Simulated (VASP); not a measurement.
# FeS2 (Pnnm) in VASP: single point with PBE

Aim: the single point of FeS2 with PBE.

Everything below comes from runs of VASP 6.6.1. Logs are shortened: lines on timing, memory, paths and dates and some standing lists are left out, and cuts for length are marked.

**1. The cell of the first run**

It takes space group Pnnm (No. 58, orthorhombic). The conventional cell has a = 4.503 Å, b = 5.477 Å, c = 3.432 Å, α = 90.00°, β = 90.00°, γ = 90.00°. Fe (site symmetry 2/m) has 6 S at 2.26 to 2.27 Å within 3.0 Å. S (site symmetry m) has 3 Fe at 2.26 to 2.27 Å and 2 S at 2.32 to 2.97 Å within 3.0 Å.

**2. Single point, PBE (14.11 Å³/atom)**

File INCAR:

```
SYSTEM = FeS2
PREC = Accurate
ENCUT = 600
EDIFF = 1E-6
ISMEAR = 0
SIGMA = 0.05
LREAL = .FALSE.
LASPH = .TRUE.
NELM = 120
ALGO = Normal
ISIF = 2
LWAVE = .FALSE.
LCHARG = .TRUE.
GGA = PE
LELF = .TRUE.
LVHAR = .TRUE.
NBANDS = 29
GGA_COMPAT = .FALSE.
```

File KPOINTS:

```
regular mesh
0
G
  6 4 8
  0 0 0
```

File POSCAR:

```
FeS2
1.0
    4.5033735509      0.0000000000      0.0000000000
    0.0000000000      5.4765758171      0.0000000000
    0.0000000000      0.0000000000      3.4320991890
Fe S
2 4
Direct
    0.0000000000      0.0000000000      0.0000000000
    0.5000000000      0.5000000000      0.5000000000
    0.2074006267      0.3750836243      0.0000000000
    0.2925993733      0.8750836243      0.5000000000
    0.7925993733      0.6249163757      0.0000000000
    0.7074006267      0.1249163757      0.5000000000
```

Potentials or basis: VASP PAW PBE potentials, release 64 (Fe, S).

Launch:

```
$ cat potpaw_PBE.64/Fe/POTCAR potpaw_PBE.64/S/POTCAR > POTCAR
$ mpirun -np 1 vasp_std > vasp.out
```

OUTCAR:

```text
SYSTEM = FeS2
   PREC = Accurate
   ENCUT = 600
   EDIFF = 1E-6
   ISMEAR = 0
   LREAL = .FALSE.
   LASPH = .TRUE.
   NELM = 120
   ISIF = 2
   GGA = PE

 ion  position               nearest neighbor table
   1  0.000  0.000  0.000-   3 2.26   5 2.26   4 2.27   6 2.27   4 2.27   6 2.27
   2  0.500  0.500  0.500-   4 2.26   6 2.26   5 2.27   3 2.27   3 2.27   5 2.27
   3  0.207  0.375  0.000-   1 2.26   2 2.27   2 2.27   5 2.32
   4  0.293  0.875  0.500-   2 2.26   1 2.27   1 2.27   6 2.32
   5  0.793  0.625  0.000-   1 2.26   2 2.27   2 2.27   3 2.32
   6  0.707  0.125  0.500-   2 2.26   1 2.27   1 2.27   4 2.32

  LATTYP: Found a simple orthorhombic cell.
 ALAT       =     3.4320991890
 B/A-ratio  =     1.3121338583
 C/A-ratio  =     1.5956927570

  Lattice vectors:

 A1 = (   0.0000000000,   0.0000000000,   3.4320991890)
 A2 = (   4.5033735509,   0.0000000000,   0.0000000000)
 A3 = (   0.0000000000,   5.4765758171,   0.0000000000)

Analysis of symmetry for initial positions (statically):
=====================================================================
 Subroutine PRICEL returns:
 Original cell was already a primitive cell.

 Routine SETGRP: Setting up the symmetry group for a
 simple orthorhombic supercell.

 Subroutine GETGRP returns: Found  8 space group operations
 (whereof  4 operations were pure point group operations)
 out of a pool of  8 trial point group operations.

The static configuration has the point symmetry C_2h.
 The point group associated with its full space group is D_2h.

Analysis of symmetry for dynamics (positions and initial velocities):
=====================================================================
 Subroutine PRICEL returns:
 Original cell was already a primitive cell.

 Routine SETGRP: Setting up the symmetry group for a
 simple orthorhombic supercell.

 Subroutine GETGRP returns: Found  8 space group operations
 (whereof  4 operations were pure point group operations)
 out of a pool of  8 trial point group operations.

The dynamic configuration has the point symmetry C_2h.
 The point group associated with its full space group is D_2h.

 Subroutine INISYM returns: Found  8 space group operations
 (whereof  4 operations are pure point group operations),
 and found     1 'primitive' translations

----------------------------------------------------------------------------------------

                                     Primitive cell

  volume of cell :      84.6461

  direct lattice vectors                    reciprocal lattice vectors
[... 101 lines left out ...]
   ISIF   =      2    stress and relaxation
   ISYM   =      2    0-nonsym 1-usesym 2-fastsym
   POTIM  = 0.5000    time-step for ionic-motion
   TEBEG  =    0.0;   TEEND  =   0.0 temperature during run
   PSTRESS=    0.0 pullay stress
   NELECT =      40.0000    total number of electrons
   NUPDOWN=      -1.0000    fix difference up-down
   EMIN   =  10.00;   EMAX   =-10.00  energy-range for DOS
   EFERMI =   0.00;   METHOD = LEGACY
   ISMEAR =     0;   SIGMA  =   0.05  broadening in eV -4-tet -1-fermi 0-gaus
   EFERMI_NEDOS =   21; number of points for ismear=-14 and -15
   IALGO  =     38    algorithm
   IMIX   =      4    mixing-type and parameters
     AMIX     =   0.40;   BMIX     =  1.00
     AMIX_MAG =   1.60;   BMIX_MAG =  1.00
  volume/ion in A,a.u.               =      14.11        95.20
  Fermi-wavevector in a.u.,A,eV,Ry     =   1.275144  2.409673 22.122963  1.625992
  Thomas-Fermi vector in A             =   2.407873
   LORBIT       =      0    0 simple, 1 ext, 2 COOP (PROOUT), +10 PAW based schemes
   GGA     = PE    functional components
   LHFCALC =     F    Hartree Fock is set to
   AEXX    =    0.0000 exact exchange contribution
   IVDW    =     0    specifies the selected vdW correction
   LEPSILON=     F    determine dielectric tensor
   LRPA    =     F    only Hartree local field effects (RPA)
 non-spin polarized calculation
 Gauss-broadening in eV      SIGMA  =   0.05
  energy-cutoff  :      600.00
  volume of cell :       84.65
 maximum number of plane-waves:      2844
 NGX is ok and might be reduce to    36
   NGX = 17   NGY = 21   NGZ = 13

 number of electron      40.0000009 magnetization

 Free energy of the ion-electron system (eV)
  ---------------------------------------------------
  ext. energy  EPLUGINS =         0.00000000
  ---------------------------------------------------
  free energy    TOTEN  =       -36.05073854 eV

  energy without entropy =      -36.05073854  energy(sigma->0) =      -36.05073854

 E-fermi :   7.4211     XC(G=0): -11.5174

 val. band max:        7.1828773678   @ k =   0.1667   0.0000   0.2500
 cond. band min:       7.9549574539   @ k =   0.0000   0.5000   0.5000
 fundamental gap:      0.7720800861
 Fermi energy:         7.4210839956

 k-point     1 :       0.0000    0.0000    0.0000
  band No.  band energies     occupation
      1      -9.1083      2.00000
      2      -6.8226      2.00000
      3      -5.1918      2.00000
      4      -4.5474      2.00000
      5      -0.1111      2.00000
      6       1.3266      2.00000
[... 757 lines left out ...]
     28      13.6223      0.00000
     29      14.8341      0.00000

 [... further k-points ...]

------------------------ aborting loop because EDIFF is reached ----------------------------------------

  FORCE on cell =-STRESS in cart. coord.  units (eV):
  Direction    XX          YY          ZZ          XY          YZ          ZX
  --------------------------------------------------------------------------------------
  -------------------------------------------------------------------------------------
  Total       -2.8308753     -2.7663084     -2.6994473     -0.0000000      0.0000000      0.0000000
  in kB      -53.5826785    -52.3605577    -51.0950139     -0.0000000      0.0000000      0.0000000
  external PRESSURE =     -52.3460834 kB  Pullay stress =       0.0000000 kB

 VOLUME and BASIS-vectors are now :
 -----------------------------------------------------------------------------
  energy-cutoff  :      600.00
  volume of cell :       84.65
      direct lattice vectors                 reciprocal lattice vectors
     4.503373551  0.000000000  0.000000000     0.222055752  0.000000000  0.000000000
     0.000000000  5.476575817  0.000000000     0.000000000  0.182595847  0.000000000
     0.000000000  0.000000000  3.432099189     0.000000000  0.000000000  0.291366871

 POSITION                                       TOTAL-FORCE (eV/Angst)
 -----------------------------------------------------------------------------------
      0.00000      0.00000      0.00000         0.000000      0.000000      0.000000
      2.25169      2.73829      1.71605         0.000000      0.000000      0.000000
      0.93400      2.05417      0.00000        -0.048590      0.027608      0.000000
      1.31768      4.79246      1.71605         0.048590      0.027608      0.000000
      3.56937      3.42240      0.00000         0.048590     -0.027608      0.000000
      3.18569      0.68411      1.71605        -0.048590     -0.027608      0.000000
 -----------------------------------------------------------------------------------
    total drift:                               -0.000000      0.000000      0.000000

  FREE ENERGIE OF THE ION-ELECTRON SYSTEM (eV)
  ---------------------------------------------------
  free  energy   TOTEN  =       -36.0507385446 eV

  energy  without entropy=      -36.0507385446  energy(sigma->0) =      -36.05073854
```

OSZICAR:

```text
N       E                     dE             d eps       ncg     rms          rms(c)
DAV:   1     0.359515091429E+03    0.35952E+03   -0.19348E+04  3480   0.160E+03
DAV:   2     0.531659379565E+01   -0.35420E+03   -0.33771E+03  3500   0.360E+02
DAV:   3    -0.372198782117E+02   -0.42536E+02   -0.39779E+02  4531   0.131E+02
DAV:   4    -0.395671308206E+02   -0.23473E+01   -0.23183E+01  4433   0.312E+01
DAV:   5    -0.396553521739E+02   -0.88221E-01   -0.88176E-01  4686   0.595E+00    0.264E+01
DAV:   6    -0.529456076394E+02   -0.13290E+02   -0.69491E+01  4909   0.128E+02    0.427E+01
DAV:   7    -0.355949465875E+02    0.17351E+02   -0.39102E+01  4109   0.127E+02    0.832E+00
DAV:   8    -0.361861423097E+02   -0.59120E+00   -0.77457E+00  4445   0.134E+01    0.517E+00
DAV:   9    -0.360517684498E+02    0.13437E+00   -0.40502E-01  5184   0.827E+00    0.141E+00
DAV:  10    -0.360509475801E+02    0.82087E-03   -0.59175E-02  5044   0.137E+00    0.485E-01
DAV:  11    -0.360509906728E+02   -0.43093E-04   -0.25033E-03  4502   0.495E-01    0.263E-01
DAV:  12    -0.360507540752E+02    0.23660E-03   -0.36592E-04  5487   0.175E-01    0.136E-01
DAV:  13    -0.360507284101E+02    0.25665E-04   -0.12808E-04  5367   0.735E-02    0.599E-02
DAV:  14    -0.360507391207E+02   -0.10711E-04   -0.11440E-05  4271   0.251E-02    0.166E-02
DAV:  15    -0.360507385446E+02    0.57613E-06   -0.11529E-06  2634   0.120E-02
   1 F= -.36050739E+02 E0= -.36050739E+02  d E =-.981790E-13
```

stdout:

```text
POSCAR found type information on POSCAR FeS
 POSCAR found :  2 types and       6 ions
 scaLAPACK will be used
 LDA part: xc-table for (Slater+PW92), standard interpolation
 POSCAR, INCAR and KPOINTS ok, starting setup
 FFT: planning ... GRIDC
 FFT: planning ... GRID_SOFT
 FFT: planning ... GRID
 WAVECAR not read
 entering main loop
```

Run time: 84 s. Hardware: 1 thread of Intel Xeon 6975P-C (Granite Rapids), shared host; peak memory 0.29 GiB.

Results:

```
Free energy            : -36.0507 eV
Pressure               : -5.2 GPa
Largest force          : 0.056 eV/Å
Band gap on the k mesh : 0.77 eV (least direct gap 1.07 eV)
```

Forces on the atoms (eV/Å):
```
Fe   0.000  0.000  0.000
Fe   0.000  0.000  0.000
S   -0.049  0.028  0.000
S    0.049  0.028  0.000
S    0.049 -0.028  0.000
S   -0.049 -0.028  0.000
```

Stress tensor (GPa, compression positive):
```
-5.36  0.00  0.00
 0.00 -5.24  0.00
 0.00  0.00 -5.11
```

Levels at points of the mesh, in eV from the valence-band top:
```tsv
k point	band 17	band 18	band 19	band 20	band 21	band 22	band 23	band 24
(0.00, 0.00, 0.00)	-0.84	-0.69	-0.67	-0.38	1.05	1.30	2.48	2.96
(0.50, 0.00, 0.00)	-0.59	-0.59	-0.11	-0.11	1.72	1.72	1.84	1.84
(0.00, 0.50, 0.00)	-0.72	-0.72	-0.28	-0.28	1.02	1.02	2.34	2.34
(0.50, 0.50, 0.00)	-1.00	-1.00	-0.82	-0.82	1.28	1.28	2.00	2.00
(0.00, 0.00, 0.50)	-0.77	-0.77	-0.37	-0.37	1.38	1.38	1.63	1.63
(0.50, 0.00, 0.50)	-0.67	-0.67	-0.31	-0.31	1.41	1.41	1.67	1.67
(0.00, 0.50, 0.50)	-1.28	-1.28	-0.34	-0.34	0.77	0.77	2.24	2.24
(0.50, 0.50, 0.50)	-0.50	-0.50	-0.33	-0.33	1.45	1.45	1.97	1.97
```

Caveat: the cell stands under tension; semilocal functionals underestimate gaps, and a narrow one can read as zero. A k mesh can miss the band edges.
